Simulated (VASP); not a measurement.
# Al4FeCo3 (P4/mmm) in VASP: relaxation of cell and atoms with PBE

Aim: the relaxation of cell and atoms of Al4FeCo3 with PBE.

All numbers are computed with VASP 6.6.1; they aren't measurements. Logs are shortened: lines on timing, memory, paths and dates and some standing lists are left out, and cuts for length are marked.

## 1. The cell of the first run

Symmetry: P4/mmm, No. 123, tetragonal system. The conventional cell has a = 5.714 Å, b = 5.714 Å, c = 2.852 Å, α = 90.00°, β = 90.00°, γ = 90.00°. Within 3.2 Å of Al (site symmetry m2m) lie 2 Fe at 2.46 Å and 6 Co at 2.47 to 2.49 Å and 6 Al at 2.83 to 2.89 Å. Fe (site symmetry 4/mmm) has 8 Al at 2.46 Å and 2 Fe at 2.85 Å and 4 Co at 2.86 Å within 3.2 Å. Co (site symmetry mmm) has 8 Al at 2.47 Å and 4 Co at 2.85 to 2.86 Å and 2 Fe at 2.86 Å within 3.3 Å. Co (site symmetry 4/mmm) has 8 Al at 2.49 Å and 6 Co at 2.85 to 2.86 Å within 3.3 Å.

## 2. Relaxation of cell and atoms, PBE

Input file INCAR:

```
SYSTEM = Al4FeCo3
ALGO = Normal
EDIFF = 1E-7
EDIFFG = -0.01
ENCUT = 600
GGA = PE
GGA_COMPAT = .FALSE.
IBRION = 2
ISIF = 3
ISMEAR = 0
LASPH = .TRUE.
LCHARG = .FALSE.
LREAL = .FALSE.
LWAVE = .FALSE.
NELM = 120
NELMIN = 4
NSW = 100
PREC = Accurate
SIGMA = 0.1
```

Input file KPOINTS:

```
k-points
0
G
  8 8 14
  0 0 0
```

Input file POSCAR:

```
Al4FeCo3
1.0
    5.7136676943      0.0000000000      0.0000000000
    0.0000000000      5.7136676943      0.0000000000
    0.0000000000      0.0000000000      2.8518884246
Al Fe Co
4 1 3
Direct
    0.7526189475      0.7526189475      0.0000000000
    0.7526189475      0.2473810525      0.0000000000
    0.2473810525      0.7526189475      0.0000000000
    0.2473810525      0.2473810525      0.0000000000
    0.0000000000      0.0000000000      0.5000000000
    0.0000000000      0.5000000000      0.5000000000
    0.5000000000      0.0000000000      0.5000000000
    0.5000000000      0.5000000000      0.5000000000
```

Potentials or basis: VASP PAW PBE potentials, release 64 (Al, Fe, Co).

The run is started by

```sh
$ cat potpaw_PBE.64/Al/POTCAR potpaw_PBE.64/Fe/POTCAR potpaw_PBE.64/Co/POTCAR > POTCAR
$ mpirun -np 1 vasp_std > vasp.out
```

OUTCAR:

```text
SYSTEM = Al4FeCo3
   EDIFF = 1E-7
   EDIFFG = -0.01
   ENCUT = 600
   GGA = PE
   IBRION = 2
   ISIF = 3
   ISMEAR = 0
   LASPH = .TRUE.
   LREAL = .FALSE.
   NELM = 120
   NELMIN = 4
   NSW = 100
   PREC = Accurate

 ion  position               nearest neighbor table
   1  0.753  0.753  0.000-   5 2.46   5 2.46   7 2.47   6 2.47   6 2.47   7 2.47   8 2.49   8 2.49
                             2 2.83   3 2.83   2 2.89   3 2.89
   2  0.753  0.247  0.000-   5 2.46   5 2.46   7 2.47   6 2.47   6 2.47   7 2.47   8 2.49   8 2.49
                             1 2.83   4 2.83   1 2.89   4 2.89
   3  0.247  0.753  0.000-   5 2.46   5 2.46   7 2.47   6 2.47   6 2.47   7 2.47   8 2.49   8 2.49
                             1 2.83   4 2.83   1 2.89   4 2.89
   4  0.247  0.247  0.000-   5 2.46   5 2.46   7 2.47   6 2.47   6 2.47   7 2.47   8 2.49   8 2.49
                             2 2.83   3 2.83   2 2.89   3 2.89
   5  0.000  0.000  0.500-   1 2.46   2 2.46   3 2.46   4 2.46   1 2.46   2 2.46   3 2.46   4 2.46
                             6 2.86   7 2.86   6 2.86   7 2.86
   6  0.000  0.500  0.500-   1 2.47   2 2.47   3 2.47   4 2.47   1 2.47   2 2.47   3 2.47   4 2.47
                             5 2.86   8 2.86   5 2.86   8 2.86
   7  0.500  0.000  0.500-   1 2.47   2 2.47   3 2.47   4 2.47   1 2.47   2 2.47   3 2.47   4 2.47
                             5 2.86   8 2.86   8 2.86   5 2.86
   8  0.500  0.500  0.500-   1 2.49   2 2.49   3 2.49   4 2.49   1 2.49   2 2.49   3 2.49   4 2.49
                             6 2.86   7 2.86   7 2.86   6 2.86

  LATTYP: Found a simple tetragonal cell.
 ALAT       =     5.7136676943
 C/A-ratio  =     0.4991344574

  Lattice vectors:

 A1 = (   5.7136676943,   0.0000000000,   0.0000000000)
 A2 = (   0.0000000000,   5.7136676943,   0.0000000000)
 A3 = (   0.0000000000,   0.0000000000,   2.8518884246)

Analysis of symmetry for initial positions (statically):
=====================================================================
 Subroutine PRICEL returns:
 Original cell was already a primitive cell.

 Routine SETGRP: Setting up the symmetry group for a
 simple tetragonal supercell.

 Subroutine GETGRP returns: Found 16 space group operations
 (whereof 16 operations were pure point group operations)
 out of a pool of 16 trial point group operations.

The static configuration has the point symmetry D_4h.

Analysis of symmetry for dynamics (positions and initial velocities):
=====================================================================
 Subroutine PRICEL returns:
 Original cell was already a primitive cell.

 Routine SETGRP: Setting up the symmetry group for a
 simple tetragonal supercell.

 Subroutine GETGRP returns: Found 16 space group operations
 (whereof 16 operations were pure point group operations)
 out of a pool of 16 trial point group operations.

The dynamic configuration has the point symmetry D_4h.

 Subroutine INISYM returns: Found 16 space group operations
 (whereof 16 operations are pure point group operations),
 and found     1 'primitive' translations

----------------------------------------------------------------------------------------

                                     Primitive cell

  volume of cell :      93.1027

  direct lattice vectors                    reciprocal lattice vectors
     5.713667694  0.000000000  0.000000000     0.175018929  0.000000000  0.000000000
     0.000000000  5.713667694  0.000000000     0.000000000  0.175018929  0.000000000
     0.000000000  0.000000000  2.851888425     0.000000000  0.000000000  0.350644854

  length of vectors
     5.713667694  5.713667694  2.851888425     0.175018929  0.175018929  0.350644854

  position of ions in fractional coordinates (direct lattice)
     0.752618947  0.752618947  0.000000000
     0.752618947  0.247381053  0.000000000
     0.247381053  0.752618947  0.000000000
     0.247381053  0.247381053  0.000000000
     0.000000000  0.000000000  0.500000000
     0.000000000  0.500000000  0.500000000
     0.500000000  0.000000000  0.500000000
     0.500000000  0.500000000  0.500000000

  ion indices of the primitive-cell ions
   primitive index   ion index
                 1           1
                 2           2
                 3           3
                 4           4
                 5           5
                 6           6
                 7           7
                 8           8

----------------------------------------------------------------------------------------

 KPOINTS: k-points

Automatic generation of k-mesh.
 Grid dimensions read from file:
 generate k-points for:    8    8   14

 Generating k-lattice:

  Cartesian coordinates                     Fractional coordinates (reciprocal lattice)
     0.021877366  0.000000000  0.000000000     0.125000000  0.000000000  0.000000000
     0.000000000  0.021877366  0.000000000     0.000000000  0.125000000  0.000000000
     0.000000000  0.000000000  0.025046061     0.000000000  0.000000000  0.071428571

  Length of vectors
     0.021877366  0.021877366  0.025046061

  Shift w.r.t. Gamma in fractional coordinates (k-lattice)
     0.000000000  0.000000000  0.000000000

 Subroutine IBZKPT returns following result:
 ===========================================

 Found    120 irreducible k-points:

 Following reciprocal coordinates:
            Coordinates               Weight
  0.000000  0.000000  0.000000      1.000000
  0.125000  0.000000  0.000000      4.000000
  0.250000  0.000000  0.000000      4.000000
  0.375000  0.000000  0.000000      4.000000
  0.500000  0.000000  0.000000      2.000000
  0.125000  0.125000  0.000000      4.000000
[... 16 lines left out ...]
  0.375000  0.125000  0.071429     16.000000
  0.500000  0.125000  0.071429      8.000000
 [... further k-points ...]
   k-points           NKPTS =    120   k-points in BZ     NKDIM =    120   number of bands    NBANDS=     28
   number of dos      NEDOS =    301   number of ions     NIONS =      8
   total plane-waves  NPLWV =  55296
   dimension x,y,z NGX =    48 NGY =   48 NGZ =   24
   dimension x,y,z NGXF=    96 NGYF=   96 NGZF=   48
   ions per type =               4   1   3
   NGX,Y,Z   is equivalent  to a cutoff of  13.97, 13.97, 13.99 a.u.
   NGXF,Y,Z  is equivalent  to a cutoff of  27.93, 27.93, 27.98 a.u.
 SYSTEM =  Al4FeCo3
   PREC   = accura    normal or accurate (medium, high low for compatibility)
   ISTART =      0    job   : 0-new  1-cont  2-samecut
   ICHARG =      2    charge: 1-file 2-atom 10-const
   ISPIN  =      1    spin polarized calculation?
   LNONCOLLINEAR =      F non collinear calculations
   LSORBIT =      F    spin-orbit coupling
   LASPH  =      T    aspherical Exc in radial PAW
   ENCUT  =  600.0 eV  44.10 Ry    6.64 a.u.  11.41 11.41  5.70*2*pi/ulx,y,z
   NELM   =    120;   NELMIN=  4; NELMDL= -5     # of ELM steps
   EDIFF  = 0.1E-06   stopping-criterion for ELM
   LREAL  =      F    real-space projection
   EDIFFG = -.1E-01   stopping-criterion for IOM
   NSW    =    100    number of steps for IOM
   IBRION =      2    ionic relax: 0-MD 1-quasi-New 2-CG
   NFREE  =      1    steps in history (QN), initial steepest desc. (CG)
   ISIF   =      3    stress and relaxation
   ISYM   =      2    0-nonsym 1-usesym 2-fastsym
   POTIM  = 0.5000    time-step for ionic-motion
   TEBEG  =    0.0;   TEEND  =   0.0 temperature during run
   PSTRESS=    0.0 pullay stress
   NELECT =      47.0000    total number of electrons
   NUPDOWN=      -1.0000    fix difference up-down
   EMIN   =  10.00;   EMAX   =-10.00  energy-range for DOS
   EFERMI =   0.00;   METHOD = LEGACY
   ISMEAR =     0;   SIGMA  =   0.10  broadening in eV -4-tet -1-fermi 0-gaus
   EFERMI_NEDOS =   21; number of points for ismear=-14 and -15
   IALGO  =     38    algorithm
   IMIX   =      4    mixing-type and parameters
     AMIX     =   0.40;   BMIX     =  1.00
     AMIX_MAG =   1.60;   BMIX_MAG =  1.00
  volume/ion in A,a.u.               =      11.64        78.54
  Fermi-wavevector in a.u.,A,eV,Ry     =   1.303527  2.463308 23.118775  1.699182
  Thomas-Fermi vector in A             =   2.434523
   LORBIT       =      0    0 simple, 1 ext, 2 COOP (PROOUT), +10 PAW based schemes
   GGA     = PE    functional components
   LHFCALC =     F    Hartree Fock is set to
   AEXX    =    0.0000 exact exchange contribution
   IVDW    =     0    specifies the selected vdW correction
   LEPSILON=     F    determine dielectric tensor
   LRPA    =     F    only Hartree local field effects (RPA)
 conjugate gradient relaxation of ions
 non-spin polarized calculation
 Gauss-broadening in eV      SIGMA  =   0.10
  energy-cutoff  :      600.00
  volume of cell :       93.10
 maximum number of plane-waves:      3143
 NGX is ok and might be reduce to    48
   NGX = 23   NGY = 23   NGZ = 11

--------------------------------------- Ionic step        1  -------------------------------------------

 number of electron      46.9999989 magnetization

 Free energy of the ion-electron system (eV)
  ---------------------------------------------------
  ext. energy  EPLUGINS =         0.00000000
  ---------------------------------------------------
  free energy    TOTEN  =       -48.71558273 eV

  energy without entropy =      -48.69294253  energy(sigma->0) =      -48.70426263

------------------------ aborting loop because EDIFF is reached ----------------------------------------

  FORCE on cell =-STRESS in cart. coord.  units (eV):
  Direction    XX          YY          ZZ          XY          YZ          ZX
  --------------------------------------------------------------------------------------
  -------------------------------------------------------------------------------------
  Total       -0.1481167     -0.1481167      0.1922641      0.0000000      0.0000000      0.0000000
  in kB       -2.5488957     -2.5488957      3.3086155      0.0000000      0.0000000      0.0000000
  external PRESSURE =      -0.5963919 kB  Pullay stress =       0.0000000 kB
[... 69 lines left out ...]
  energy  without entropy=      -48.6933899321  energy(sigma->0) =      -48.70466691

--------------------------------------- Ionic step        3  -------------------------------------------

 number of electron      46.9999989 magnetization

 Free energy of the ion-electron system (eV)
  ---------------------------------------------------
  ext. energy  EPLUGINS =         0.00000000
  ---------------------------------------------------
  free energy    TOTEN  =       -48.71597201 eV

  energy without entropy =      -48.69344849  energy(sigma->0) =      -48.70471025

 E-fermi :   9.7095     XC(G=0): -12.2418

 val. band max:        9.7079125421   @ k =   0.1250   0.1250   0.5000
 cond. band min:       9.7096477903   @ k =   0.5000   0.0000   0.0000
 fundamental gap:      0.0017352482
 Fermi energy:         9.7095391190

 k-point     1 :       0.0000    0.0000    0.0000
  band No.  band energies     occupation
      1      -0.9711      2.00000
      2       3.2957      2.00000
      3       3.2957      2.00000
      4       3.4084      2.00000
      5       3.5475      2.00000
      6       4.8052      2.00000
[... 733 lines left out ...]
     27      11.7168      0.00000
     28      11.9375      0.00000

 [... further k-points ...]

------------------------ aborting loop because EDIFF is reached ----------------------------------------

  FORCE on cell =-STRESS in cart. coord.  units (eV):
  Direction    XX          YY          ZZ          XY          YZ          ZX
  --------------------------------------------------------------------------------------
  -------------------------------------------------------------------------------------
  Total        0.0373344      0.0373344      0.0692323      0.0000000      0.0000000      0.0000000
  in kB        0.6430170      0.6430170      1.1924015      0.0000000      0.0000000      0.0000000
  external PRESSURE =       0.8261452 kB  Pullay stress =       0.0000000 kB
[... 23 lines left out ...]
  FREE ENERGIE OF THE ION-ELECTRON SYSTEM (eV)
  ---------------------------------------------------
  free  energy   TOTEN  =       -48.7159720146 eV

  energy  without entropy=      -48.6934484876  energy(sigma->0) =      -48.70471025

 reached required accuracy - stopping structural energy minimisation
```

It took 10 min on 1 thread of AMD EPYC 9R45 (Zen 5), shared host; peak memory 0.49 GiB.

Results:

- Free energy: -48.7160 eV
- Relaxed volume: 11.63 Å³/atom
- Relaxed cell: a = 5.707 Å, b = 5.707 Å, c = 2.856 Å, α = 90.00°, β = 90.00°, γ = 90.00°
- Space group after relaxing (to 0.1 Å): P4/mmm (No. 123)
- Energy gained by relaxing: 0.0 meV/atom
- Ionic steps: 3
- Pressure after relaxing: 0.1 GPa
- Band gap on the k mesh: zero (an odd number of electrons rules out a gap without spin polarisation)

Step by step:
| step | energy change (eV) | largest force (eV/Å) | pressure (GPa) | volume (Å³) |
| --- | --- | --- | --- | --- |
| 1 | 0.0000 | 0.0202 | -0.06 | 93.10 |
| 2 | -0.0004 | 0.0045 | 0.05 | 93.04 |
| 3 | -0.0004 | 0.0008 | 0.08 | 93.02 |

Final structure:
```
Al Fe Co
1.0
     5.70684    0.00000    0.00000
     0.00000    5.70684    0.00000
     0.00000    0.00000    2.85631
Al Fe Co
4 1 3
Direct
  0.75246 0.75246 0.00000
  0.75246 0.24754 0.00000
  0.24754 0.75246 0.00000
  0.24754 0.24754 0.00000
  0.00000 0.00000 0.50000
  0.00000 0.50000 0.50000
  0.50000 0.00000 0.50000
  0.50000 0.50000 0.50000
```

Caveat: the run has no spin polarisation, though such a crystal can be magnetic.
